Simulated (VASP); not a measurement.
# InSe (P-6m2) in VASP: single point with PBE

Aim: the single point of InSe with PBE.

Everything below comes from runs of VASP 6.6.1. Logs are shortened: lines on timing, memory, paths and dates and some standing lists are left out, and cuts for length are marked.

## (1) The cell of the first run

Symmetry: P-6m2, No. 187, hexagonal system. The conventional cell has a = 4.020 Å, b = 4.020 Å, c = 16.835 Å, α = 90.00°, β = 90.00°, γ = 120.00°. In (site symmetry 3m) has 3 Se at 2.64 Å and 1 In at 2.79 Å within 3.5 Å. In (site symmetry 3m) has 3 Se at 2.64 Å and 1 In at 2.79 Å within 3.5 Å. Within 3.5 Å of Se (site symmetry 3m) lie 3 In at 2.64 Å. Within 3.5 Å of Se (site symmetry 3m) lie 3 In at 2.64 Å.

## (2) Single point, PBE

Input file INCAR:

```
SYSTEM = InSe
PREC     = Accurate       ! precision mode
ENCUT    = 520            ! plane-wave cutoff, eV
EDIFF    = 1E-6           ! SCF threshold, eV
ISMEAR   = 0              ! smearing method
SIGMA    = 0.01           ! smearing width, eV
LREAL    = .False.        ! projectors in reciprocal space
LASPH    = .True.         ! aspherical terms in the spheres
NELM     = 100            ! most SCF steps
ALGO     = Normal         ! electronic algorithm
ISIF     = 2              ! what is computed and relaxed
LWAVE    = .False.        ! write WAVECAR
LCHARG   = .False.        ! write CHGCAR
GGA      = PE             ! functional
NBANDS   = 48             ! bands
```

Input file KPOINTS:

```
Automatic mesh
0
Gamma
  12 12 2
  0 0 0
```

Input file POSCAR:

```
InSe
1.0
    4.0203956966      0.0000000000      0.0000000000
   -2.0101978483      3.4817648065      0.0000000000
    0.0000000000      0.0000000000     16.8353128450
In Se
4 4
Direct
    0.0000000000      0.0000000000      0.5827253783
    0.0000000000      0.0000000000      0.4172746217
    0.3333333333      0.6666666667      0.9172743183
    0.3333333333      0.6666666667      0.0827256817
    0.6666666667      0.3333333333      0.8420144930
    0.6666666667      0.3333333333      0.1579855070
    0.3333333333      0.6666666667      0.6579483231
    0.3333333333      0.6666666667      0.3420516769
```

Potentials or basis: VASP PAW PBE potentials, release 64 (In_d, Se).

Command:

```console
cat potpaw_PBE.64/In_d/POTCAR potpaw_PBE.64/Se/POTCAR > POTCAR
mpirun -np 1 vasp_std > vasp.out
```

OUTCAR:

```text
SYSTEM = InSe
   PREC = Accurate
   ENCUT = 520
   EDIFF = 1E-6
   ISMEAR = 0
   LREAL = .False.
   LASPH = .True.
   NELM = 100
   ISIF = 2
   GGA = PE

 ion  position               nearest neighbor table
   1  0.000  0.000  0.583-   7 2.64   7 2.64   7 2.64   2 2.79
   2  0.000  0.000  0.417-   8 2.64   8 2.64   8 2.64   1 2.79
   3  0.333  0.667  0.917-   5 2.64   5 2.64   5 2.64   4 2.79
   4  0.333  0.667  0.083-   6 2.64   6 2.64   6 2.64   3 2.79
   5  0.667  0.333  0.842-   3 2.64   3 2.64   3 2.64
   6  0.667  0.333  0.158-   4 2.64   4 2.64   4 2.64
   7  0.333  0.667  0.658-   1 2.64   1 2.64   1 2.64
   8  0.333  0.667  0.342-   2 2.64   2 2.64   2 2.64

  LATTYP: Found a hexagonal cell.
 ALAT       =     4.0203956966
 C/A-ratio  =     4.1874765858

  Lattice vectors:

 A1 = (   4.0203956966,   0.0000000000,   0.0000000000)
 A2 = (  -2.0101978483,   3.4817648065,   0.0000000000)
 A3 = (   0.0000000000,   0.0000000000,  16.8353128450)

Analysis of symmetry for initial positions (statically):
=====================================================================
 Subroutine PRICEL returns:
 Original cell was already a primitive cell.

 Routine SETGRP: Setting up the symmetry group for a
 hexagonal supercell.

 Subroutine GETGRP returns: Found 12 space group operations
 (whereof 12 operations were pure point group operations)
 out of a pool of 24 trial point group operations.

The static configuration has the point symmetry D_3h.

Analysis of symmetry for dynamics (positions and initial velocities):
=====================================================================
 Subroutine PRICEL returns:
 Original cell was already a primitive cell.

 Routine SETGRP: Setting up the symmetry group for a
 hexagonal supercell.

 Subroutine GETGRP returns: Found 12 space group operations
 (whereof 12 operations were pure point group operations)
 out of a pool of 24 trial point group operations.

The dynamic configuration has the point symmetry D_3h.

 Subroutine INISYM returns: Found 12 space group operations
 (whereof 12 operations are pure point group operations),
 and found     1 'primitive' translations

----------------------------------------------------------------------------------------

                                     Primitive cell

  volume of cell :     235.6619

  direct lattice vectors                    reciprocal lattice vectors
     4.020395697  0.000000000  0.000000000     0.248731736  0.143605335  0.000000000
    -2.010197848  3.481764807  0.000000000     0.000000000  0.287210669  0.000000000
     0.000000000  0.000000000 16.835312845     0.000000000  0.000000000  0.059398956

  length of vectors
     4.020395697  4.020395697 16.835312845     0.287210669  0.287210669  0.059398956

  position of ions in fractional coordinates (direct lattice)
     0.000000000  0.000000000  0.582725378
     0.000000000  0.000000000  0.417274622
     0.333333333  0.666666667  0.917274318
     0.333333333  0.666666667  0.082725682
     0.666666667  0.333333333  0.842014493
     0.666666667  0.333333333  0.157985507
     0.333333333  0.666666667  0.657948323
     0.333333333  0.666666667  0.342051677

  ion indices of the primitive-cell ions
   primitive index   ion index
                 1           1
                 2           2
                 3           3
                 4           4
                 5           5
                 6           6
                 7           7
                 8           8

----------------------------------------------------------------------------------------

 KPOINTS: Automatic mesh

Automatic generation of k-mesh.
 Grid dimensions read from file:
 generate k-points for:   12   12    2

 Generating k-lattice:

  Cartesian coordinates                     Fractional coordinates (reciprocal lattice)
     0.020727645  0.011967111  0.000000000     0.083333333  0.000000000  0.000000000
     0.000000000  0.023934222  0.000000000     0.000000000  0.083333333  0.000000000
     0.000000000  0.000000000  0.029699478     0.000000000  0.000000000  0.500000000

  Length of vectors
     0.023934222  0.023934222  0.029699478

  Shift w.r.t. Gamma in fractional coordinates (k-lattice)
     0.000000000  0.000000000  0.000000000

 Subroutine IBZKPT returns following result:
 ===========================================

 Found     38 irreducible k-points:

 Following reciprocal coordinates:
            Coordinates               Weight
  0.000000  0.000000  0.000000      1.000000
  0.083333 -0.000000  0.000000      6.000000
  0.166667  0.000000  0.000000      6.000000
  0.250000 -0.000000  0.000000      6.000000
  0.333333 -0.000000  0.000000      6.000000
  0.416667 -0.000000  0.000000      6.000000
[... 16 lines left out ...]
  0.250000 -0.000000  0.500000      6.000000
  0.333333 -0.000000  0.500000      6.000000
 [... further k-points ...]
   k-points           NKPTS =     38   k-points in BZ     NKDIM =     38   number of bands    NBANDS=     48
   number of dos      NEDOS =    301   number of ions     NIONS =      8
   total plane-waves  NPLWV = 113400
   dimension x,y,z NGX =    30 NGY =   30 NGZ =  126
   dimension x,y,z NGXF=    60 NGYF=   60 NGZF=  252
   ions per type =               4   4
   NGX,Y,Z   is equivalent  to a cutoff of  12.41, 12.41, 12.44 a.u.
   NGXF,Y,Z  is equivalent  to a cutoff of  24.81, 24.81, 24.88 a.u.
 SYSTEM =  InSe
   PREC   = accura    normal or accurate (medium, high low for compatibility)
   ISTART =      0    job   : 0-new  1-cont  2-samecut
   ICHARG =      2    charge: 1-file 2-atom 10-const
   ISPIN  =      1    spin polarized calculation?
   LNONCOLLINEAR =      F non collinear calculations
   LSORBIT =      F    spin-orbit coupling
   LASPH  =      T    aspherical Exc in radial PAW
   ENCUT  =  520.0 eV  38.22 Ry    6.18 a.u.   7.48  7.48 31.30*2*pi/ulx,y,z
   NELM   =    100;   NELMIN=  2; NELMDL= -5     # of ELM steps
   EDIFF  = 0.1E-05   stopping-criterion for ELM
   LREAL  =      F    real-space projection
   EDIFFG = 0.1E-04   stopping-criterion for IOM
   NSW    =      0    number of steps for IOM
   IBRION =     -1    ionic relax: 0-MD 1-quasi-New 2-CG
   NFREE  =      0    steps in history (QN), initial steepest desc. (CG)
   ISIF   =      2    stress and relaxation
   ISYM   =      2    0-nonsym 1-usesym 2-fastsym
   POTIM  = 0.5000    time-step for ionic-motion
   TEBEG  =    0.0;   TEEND  =   0.0 temperature during run
   PSTRESS=    0.0 pullay stress
   NELECT =      76.0000    total number of electrons
   NUPDOWN=      -1.0000    fix difference up-down
   EMIN   =  10.00;   EMAX   =-10.00  energy-range for DOS
   EFERMI =   0.00;   METHOD = LEGACY
   ISMEAR =     0;   SIGMA  =   0.01  broadening in eV -4-tet -1-fermi 0-gaus
   EFERMI_NEDOS =   21; number of points for ismear=-14 and -15
   IALGO  =     38    algorithm
   IMIX   =      4    mixing-type and parameters
     AMIX     =   0.40;   BMIX     =  1.00
     AMIX_MAG =   1.60;   BMIX_MAG =  1.00
  volume/ion in A,a.u.               =      29.46       198.79
  Fermi-wavevector in a.u.,A,eV,Ry     =   1.122663  2.121526 17.148416  1.260373
  Thomas-Fermi vector in A             =   2.259325
   LORBIT       =      0    0 simple, 1 ext, 2 COOP (PROOUT), +10 PAW based schemes
   GGA     = PE    functional components
   LHFCALC =     F    Hartree Fock is set to
   AEXX    =    0.0000 exact exchange contribution
   IVDW    =     0    specifies the selected vdW correction
   LEPSILON=     F    determine dielectric tensor
   LRPA    =     F    only Hartree local field effects (RPA)
 non-spin polarized calculation
 Gauss-broadening in eV      SIGMA  =   0.01
  energy-cutoff  :      520.00
  volume of cell :      235.66
 maximum number of plane-waves:      6389
 NGX is ok and might be reduce to    30
   NGX = 15   NGY = 15   NGZ = 63

 number of electron      75.9999996 magnetization

 Free energy of the ion-electron system (eV)
  ---------------------------------------------------
  ext. energy  EPLUGINS =         0.00000000
  ---------------------------------------------------
  free energy    TOTEN  =       -28.31106263 eV

  energy without entropy =      -28.31106263  energy(sigma->0) =      -28.31106263

 E-fermi :   4.1205     XC(G=0):  -8.8665

 val. band max:        4.0456570767   @ k =   0.0000   0.0000   0.0000
 cond. band min:       4.4355193366   @ k =   0.0000   0.0000   0.0000
 fundamental gap:      0.3898622600
 Fermi energy:         4.1205255148

 k-point     1 :       0.0000    0.0000    0.0000
  band No.  band energies     occupation
      1     -10.7806      2.00000
      2     -10.7766      2.00000
      3     -10.5911      2.00000
      4     -10.5911      2.00000
      5     -10.5867      2.00000
      6     -10.5867      2.00000
[... 40 lines left out ...]
     47       9.3370      0.00000
     48       9.4942      0.00000

 k-point     2 :       0.0833   -0.0000    0.0000
  band No.  band energies     occupation
      1     -10.7807      2.00000
      2     -10.7766      2.00000
      3     -10.6173      2.00000
      4     -10.6117      2.00000
      5     -10.5899      2.00000
      6     -10.5855      2.00000
[... 40 lines left out ...]
     47       9.1047      0.00000
     48       9.3197      0.00000

 k-point     3 :       0.1667    0.0000    0.0000
  band No.  band energies     occupation
      1     -10.7860      2.00000
      2     -10.7817      2.00000
      3     -10.6737      2.00000
      4     -10.6648      2.00000
      5     -10.6138      2.00000
      6     -10.6025      2.00000
[... 40 lines left out ...]
     47       8.5844      0.00000
     48       8.8087      0.00000

 k-point     4 :       0.2500   -0.0000    0.0000
  band No.  band energies     occupation
      1     -10.8152      2.00000
      2     -10.8077      2.00000
      3     -10.7112      2.00000
      4     -10.7041      2.00000
      5     -10.6921      2.00000
      6     -10.6787      2.00000
[... 958 lines left out ...]
     47       8.6624      0.00000
     48       8.6873      0.00000

 k-point    23 :       0.2500   -0.0000    0.5000
  band No.  band energies     occupation
      1     -10.8134      2.00000
      2     -10.8097      2.00000
      3     -10.7108      2.00000
      4     -10.7064      2.00000
      5     -10.6862      2.00000
      6     -10.6825      2.00000
[... 40 lines left out ...]
     47       8.6195      0.00000
     48       8.6227      0.00000

 k-point    24 :       0.3333   -0.0000    0.5000
  band No.  band energies     occupation
      1     -10.8596      2.00000
      2     -10.8560      2.00000
      3     -10.7503      2.00000
      4     -10.7472      2.00000
      5     -10.7178      2.00000
      6     -10.7139      2.00000
[... 40 lines left out ...]
     47       8.6116      0.00000
     48       8.6147      0.00000

 [... further k-points ...]
[... 5 lines left out ...]
  --------------------------------------------------------------------------------------
  -------------------------------------------------------------------------------------
  Total        3.6725614      3.6725614      3.5108303      0.0000000      0.0000000      0.0000000
  in kB       24.9683718     24.9683718     23.8688226      0.0000000      0.0000000      0.0000000
  external PRESSURE =      24.6018554 kB  Pullay stress =       0.0000000 kB

 VOLUME and BASIS-vectors are now :
 -----------------------------------------------------------------------------
  energy-cutoff  :      520.00
  volume of cell :      235.66
      direct lattice vectors                 reciprocal lattice vectors
     4.020395697  0.000000000  0.000000000     0.248731736  0.143605335  0.000000000
    -2.010197848  3.481764807  0.000000000     0.000000000  0.287210669  0.000000000
     0.000000000  0.000000000 16.835312845     0.000000000  0.000000000  0.059398956

 POSITION                                       TOTAL-FORCE (eV/Angst)
 -----------------------------------------------------------------------------------
      0.00000      0.00000      9.81036         0.000000     -0.000000     -0.127900
      0.00000      0.00000      7.02495         0.000000     -0.000000      0.127900
     -0.00000      2.32118     15.44260        -0.000000      0.000000      0.128047
     -0.00000      2.32118      1.39271         0.000000      0.000000     -0.128047
      2.01020      1.16059     14.17558         0.000000      0.000000     -0.210442
      2.01020      1.16059      2.65974         0.000000      0.000000      0.210442
     -0.00000      2.32118     11.07677         0.000000      0.000000      0.210718
     -0.00000      2.32118      5.75855         0.000000      0.000000     -0.210718
 -----------------------------------------------------------------------------------
    total drift:                               -0.000000      0.000000     -0.000000

  FREE ENERGIE OF THE ION-ELECTRON SYSTEM (eV)
  ---------------------------------------------------
  free  energy   TOTEN  =       -28.3110626321 eV

  energy  without entropy=      -28.3110626321  energy(sigma->0) =      -28.31106263
```

It used 1100 s of CPU time on 1 thread of AMD EPYC 7R13 Processor (Zen 3), on a shared host.

Results:

```
Free energy            : -28.3111 eV
Pressure               : 2.5 GPa
Largest force          : 0.211 eV/Å
Band gap on the k mesh : 0.39 eV, direct
```

Forces on the atoms (eV/Å):
```
In   0.000  0.000 -0.128
In   0.000  0.000  0.128
In   0.000  0.000  0.128
In   0.000  0.000 -0.128
Se   0.000  0.000 -0.210
Se   0.000  0.000  0.210
Se   0.000  0.000  0.211
Se   0.000  0.000 -0.211
```

Caveat: spin-orbit coupling is left out, which moves the levels of the heavy elements; this functional lacks dispersion, which binds the layers, so the pressure and a relaxed spacing across them are unreliable.
